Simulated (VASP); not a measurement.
# Pt (P6_3/mmc) in VASP: settings compared, part 2 of 2

VASP 6.6.1. The steps go on from the part before.

**3. Single point, PBEsol-based global hybrid with 25 % exact exchange**

This run uses another cell than the first one, of 15.81 Å³/atom.

Input file POSCAR:

```
Pt
1.0
    2.7606656158      0.0000000000      0.0000000000
   -1.3803328079      2.3908065546      0.0000000000
    0.0000000000      0.0000000000      4.7921340000
Pt
2
Direct
    0.3333333333      0.6666666667      0.2500000000
    0.6666666667      0.3333333333      0.7500000000
```

Input file INCAR.step1:

```
SYSTEM = Pt
PREC = Accurate
ENCUT = 520
EDIFF = 1E-5
ISMEAR = -1
SIGMA = 0.05
LREAL = .FALSE.
LASPH = .TRUE.
NELM = 100
ALGO = Normal
ISIF = 2
LWAVE = .TRUE.
LCHARG = .FALSE.
NBANDS = 17
GGA = PE
```

Input file INCAR.step2:

```
SYSTEM = Pt
PREC = Accurate
ENCUT = 520
EDIFF = 1E-6
ISMEAR = -1
SIGMA = 0.05
LREAL = .FALSE.
LASPH = .TRUE.
NELM = 100
ALGO = Normal
ISIF = 2
LWAVE = .FALSE.
LCHARG = .FALSE.
GGA = PS
LHFCALC = .TRUE.
AEXX = 0.25
PRECFOCK = Normal
NBANDS = 17
ISTART = 1
```

Input file KPOINTS:

```
Automatic mesh
0
G
  6 6 3
  0 0 0
```

Potentials or basis: VASP PAW PBE potentials, release 64 (Pt).

Run with:

```bash
$ cat potpaw_PBE.64/Pt/POTCAR > POTCAR
$ cp INCAR.step1 INCAR
$ mpirun -np 1 vasp_std > vasp.out
$ cp INCAR.step2 INCAR
$ mpirun -np 1 vasp_std > vasp.out
```

OUTCAR:

```text
SYSTEM = Pt
   PREC = Accurate
   ENCUT = 520
   EDIFF = 1E-6
   ISMEAR = -1
   LREAL = .FALSE.
   LASPH = .TRUE.
   NELM = 100
   ISIF = 2
   GGA = PS
   LHFCALC = .TRUE.
   AEXX = 0.25
   PRECFOCK = Normal
   ISTART = 1

 ion  position               nearest neighbor table
   1  0.333  0.667  0.250-   2 2.88   2 2.88   2 2.88   2 2.88   2 2.88   2 2.88
   2  0.667  0.333  0.750-   1 2.88   1 2.88   1 2.88   1 2.88   1 2.88   1 2.88

  LATTYP: Found a hexagonal cell.
 ALAT       =     2.7606656158
[... 469 lines left out ...]

  FORCE on cell =-STRESS in cart. coord.  units (eV):
  Direction    XX          YY          ZZ          XY          YZ          ZX
  --------------------------------------------------------------------------------------
  -------------------------------------------------------------------------------------
  Total       -3.5454221     -3.5454221     -2.9948721      0.0000000     -0.0000000      0.0000000
  in kB     -179.5937976   -179.5937976   -151.7056191      0.0000000     -0.0000000      0.0000000
  external PRESSURE =    -170.2977381 kB  Pullay stress =       0.0000000 kB

 VOLUME and BASIS-vectors are now :
 -----------------------------------------------------------------------------
  energy-cutoff  :      520.00
  volume of cell :       31.63
      direct lattice vectors                 reciprocal lattice vectors
     2.760665616  0.000000000  0.000000000     0.362231483  0.209134444  0.000000000
    -1.380332808  2.390806555  0.000000000     0.000000000  0.418268888  0.000000000
     0.000000000  0.000000000  4.792134000     0.000000000  0.000000000  0.208675300

 POSITION                                       TOTAL-FORCE (eV/Angst)
 -----------------------------------------------------------------------------------
     -0.00000      1.59387      1.19803         0.000000     -0.000000      0.000000
      1.38033      0.79694      3.59410        -0.000000      0.000000     -0.000000
 -----------------------------------------------------------------------------------
    total drift:                                0.000000     -0.000000     -0.000000

  FREE ENERGIE OF THE ION-ELECTRON SYSTEM (eV)
  ---------------------------------------------------
  free  energy   TOTEN  =       -16.1594399652 eV

  energy  without entropy=      -16.1594336469  energy(sigma->0) =      -16.15943681
```

OUTCAR.step1:

```text
SYSTEM = Pt
   PREC = Accurate
   ENCUT = 520
   EDIFF = 1E-5
   ISMEAR = -1
   LREAL = .FALSE.
[... 492 lines left out ...]
     -0.00000      1.59387      1.19803         0.000000      0.000000      0.000000
      1.38033      0.79694      3.59410        -0.000000     -0.000000      0.000000
 -----------------------------------------------------------------------------------
    total drift:                               -0.000000      0.000000     -0.000000

  FREE ENERGIE OF THE ION-ELECTRON SYSTEM (eV)
  ---------------------------------------------------
  free  energy   TOTEN  =       -12.2568206461 eV

  energy  without entropy=      -12.2364233205  energy(sigma->0) =      -12.24662198
```

Wall time 25 min (1 thread of Intel Xeon 8259CL, shared host); peak memory 0.18 GiB.

Results:

```yaml
Free_energy: -16.1594 eV
Pressure: -17.0 GPa
Band_gap_on_the_k_mesh: zero (bands 10 and 11 overlap by 2.19 eV)
```

Stress tensor (GPa, compression positive):
```
-17.96   0.00   0.00
  0.00 -17.96   0.00
  0.00   0.00 -15.17
```

Levels at points of the mesh, in eV from the Fermi level:
| k point | band 7 | band 8 | band 9 | band 10 | band 11 | band 12 | band 13 | band 14 | band 15 | band 16 |
| --- | --- | --- | --- | --- | --- | --- | --- | --- | --- | --- |
| (0.00, 0.00, 0.00) | -3.83 | -2.66 | -2.66 | -0.78 | -0.78 | -0.75 | 6.34 | 17.06 | 17.64 | 19.36 |
| (0.50, 0.00, 0.00) | -2.92 | -0.66 | 0.92 | 1.11 | 3.29 | 5.03 | 9.01 | 10.43 | 11.56 | 13.86 |

Caveat: the k points lie up to 0.44 Å⁻¹ apart, too coarse for converged energies and pressures of a metal; the PAW data sets were made with another functional, which shifts forces and pressure a little; spin-orbit coupling is left out, which moves the levels of the heavy elements.

**4. Single point, r2SCAN**

Input file POSCAR:

```
Pt
1.0
    2.7233547499      0.0000000000      0.0000000000
   -1.3616773750      2.3584943969      0.0000000000
    0.0000000000      0.0000000000      4.7273674930
Pt
2
Direct
    0.3333333333      0.6666666667      0.2500000000
    0.6666666667      0.3333333333      0.7500000000
```

Input file INCAR.step1:

```
  PREC = Accurate
  ENCUT = 630
  ISMEAR = -1
  SIGMA = 0.05
  LREAL = F
  LASPH = T
  NELM = 120
  NBANDS = 25
  GGA = PE
  ALGO = Normal
  EDIFF = 1E-5
  LWAVE = T
  LCHARG = F
  GGA_COMPAT = F
```

Input file INCAR.step2:

```
  PREC = Accurate
  ENCUT = 630
  EDIFF = 1E-6
  ISMEAR = -1
  SIGMA = 0.05
  LREAL = F
  LASPH = T
  NELM = 120
  ALGO = Normal
  ISIF = 2
  LWAVE = F
  LCHARG = F
  METAGGA = R2SCAN
  LMIXTAU = T
  NBANDS = 25
  ISTART = 1
  GGA_COMPAT = F
```

Input file KPOINTS:

```
Automatic mesh
0
Gamma
  11 11 6
```

Potentials or basis: VASP PAW PBE potentials, release 64 (Pt_sv_GW).

Run with:

```bash
$ cat potpaw_PBE.64/Pt_sv_GW/POTCAR > POTCAR
$ cp INCAR.step1 INCAR
$ mpirun -np 1 vasp_std > vasp.out
$ cp INCAR.step2 INCAR
$ mpirun -np 1 vasp_std > vasp.out
```

OUTCAR:

```text
PREC = Accurate
   ENCUT = 630
   EDIFF = 1E-6
   ISMEAR = -1
   LREAL = F
   LASPH = T
   NELM = 120
   ISIF = 2
   METAGGA = R2SCAN
   ISTART = 1

 ion  position               nearest neighbor table
   1  0.333  0.667  0.250-   2 2.84   2 2.84   2 2.84   2 2.84   2 2.84   2 2.84
   2  0.667  0.333  0.750-   1 2.84   1 2.84   1 2.84   1 2.84   1 2.84   1 2.84

  LATTYP: Found a hexagonal cell.
 ALAT       =     2.7233547499
 C/A-ratio  =     1.7358618054

  Lattice vectors:

 A1 = (   2.7233547499,   0.0000000000,   0.0000000000)
 A2 = (  -1.3616773750,   2.3584943969,   0.0000000000)
 A3 = (   0.0000000000,   0.0000000000,   4.7273674930)

Analysis of symmetry for initial positions (statically):
=====================================================================
 Subroutine PRICEL returns:
 Original cell was already a primitive cell.

 Routine SETGRP: Setting up the symmetry group for a
 hexagonal supercell.

 Subroutine GETGRP returns: Found 24 space group operations
 (whereof 12 operations were pure point group operations)
 out of a pool of 24 trial point group operations.

[... 160 lines left out ...]
  free energy    TOTEN  =      -102.70394843 eV

  energy without entropy =     -102.67330481  energy(sigma->0) =     -102.68862662

 E-fermi :  10.3275     XC(G=0): -15.2132

 val. band max:       10.3190898193   @ k =   0.4545   0.0909   0.5000
 cond. band min:      10.3278786786   @ k =   0.3636   0.0909   0.0000
 fundamental gap:      0.0087888593
 Fermi energy:        10.3275399013

 k-point     1 :       0.0000    0.0000    0.0000
  band No.  band energies     occupation
      1     -90.2804      2.00000
      2     -90.2545      2.00000
      3     -43.9898      2.00000
      4     -43.7072      2.00000
      5     -43.7072      2.00000
      6     -43.6577      2.00000
[... 661 lines left out ...]
     24      27.8900      0.00000
     25      28.8066      0.00000

 [... further k-points ...]

------------------------ aborting loop because EDIFF is reached ----------------------------------------

  FORCE on cell =-STRESS in cart. coord.  units (eV):
  Direction    XX          YY          ZZ          XY          YZ          ZX
  --------------------------------------------------------------------------------------
  -------------------------------------------------------------------------------------
  Total        0.7563423      0.7563423      0.5529424     -0.0000000      0.0000000     -0.0000000
  in kB       39.9089747     39.9089747     29.1764207     -0.0000000      0.0000000     -0.0000000
  external PRESSURE =      36.3314567 kB  Pullay stress =       0.0000000 kB

 VOLUME and BASIS-vectors are now :
 -----------------------------------------------------------------------------
  energy-cutoff  :      630.00
  volume of cell :       30.36
      direct lattice vectors                 reciprocal lattice vectors
     2.723354750  0.000000000  0.000000000     0.367194175  0.211999656  0.000000000
    -1.361677375  2.358494397  0.000000000     0.000000000  0.423999311  0.000000000
     0.000000000  0.000000000  4.727367493     0.000000000  0.000000000  0.211534221

 POSITION                                       TOTAL-FORCE (eV/Angst)
 -----------------------------------------------------------------------------------
     -0.00000      1.57233      1.18184         0.000000      0.000000      0.000000
      1.36168      0.78616      3.54553        -0.000000     -0.000000      0.000000
 -----------------------------------------------------------------------------------
    total drift:                                0.000000     -0.000000      0.000000

  FREE ENERGIE OF THE ION-ELECTRON SYSTEM (eV)
  ---------------------------------------------------
  free  energy   TOTEN  =      -102.7039484338 eV

  energy  without entropy=     -102.6733048141  energy(sigma->0) =     -102.68862662
```

OUTCAR.step1:

```text
PREC = Accurate
   ENCUT = 630
   ISMEAR = -1
   LREAL = F
   LASPH = T
   NELM = 120
[... 894 lines left out ...]
 -----------------------------------------------------------------------------------
     -0.00000      1.57233      1.18184        -0.000000      0.000000      0.000000
      1.36168      0.78616      3.54553         0.000000     -0.000000      0.000000
 -----------------------------------------------------------------------------------
    total drift:                                0.000000     -0.000000      0.000000

  FREE ENERGIE OF THE ION-ELECTRON SYSTEM (eV)
  ---------------------------------------------------
  free  energy   TOTEN  =       -11.9984513432 eV

  energy  without entropy=      -11.9647969841  energy(sigma->0) =      -11.98162416
```

It took 72 s on 1 thread of Intel Xeon 6975P-C (Granite Rapids), shared host; peak memory 0.21 GiB.

Results:

| Property | Result |
| --- | --- |
| Free energy | -102.7039 eV |
| Pressure | 3.6 GPa |
| Band gap on the k mesh | zero (bands 18 and 19 overlap by 1.38 eV) |

Levels at points of the mesh, in eV from the Fermi level:
```csv
k point,band 15,band 16,band 17,band 18,band 19,band 20,band 21,band 22
"(0.00, 0.00, 0.00)",-3.36,-2.03,-2.03,-0.67,-0.29,-0.29,5.22,15.92
"(0.00, 0.00, 0.50)",-3.75,-3.75,-0.92,-0.92,-0.92,-0.92,12.87,12.87
```

Caveat: the cell stands under pressure; the PAW data sets were made with another functional, which shifts forces and pressure a little; spin-orbit coupling is left out, which moves the levels of the heavy elements.

**5. Summary**

```tsv
level	potentials or basis	cell	k mesh	cutoff (eV)	grid for exact exchange (PRECFOCK)	share of exact exchange	screening parameter	gap on the mesh (eV)	pressure (GPa)
PBE-based screened hybrid with 25 % exact exchange	VASP PAW PBE potentials, release 64 (Pt)	a = 2.724, b = 2.724, c = 4.732 Å, angles 90.0, 90.0, 120.0°, 2 atoms	6 × 6 × 3	520	Normal	0.25	0.3 1/Å	none	0.3
PBEsol-based global hybrid with 25 % exact exchange	VASP PAW PBE potentials, release 64 (Pt)	a = 2.761, b = 2.761, c = 4.792 Å, angles 90.0, 90.0, 120.0°, 2 atoms	6 × 6 × 3	520	Normal	0.25	-	none	-17.0
r2SCAN	VASP PAW PBE potentials, release 64 (Pt_sv_GW)	a = 2.723, b = 2.723, c = 4.727 Å, angles 90.0, 90.0, 120.0°, 2 atoms	11 × 11 × 6	630	-	-	-	none	3.6
```

Alike in all rows: task single point; no spin polarisation; smearing fermi-dirac 0.05 eV.

Caveats: some runs use coarse meshes; the PAW data sets were made with another functional, which shifts forces and pressure a little; spin-orbit coupling is left out, which moves the levels of the heavy elements; the cell stands under pressure (at least some runs).

Total energies depend on the potentials used, so only differences within one code and one set of settings carry meaning.

The gap in the log of VASP goes by the Fermi energy; the results here count the filled bands.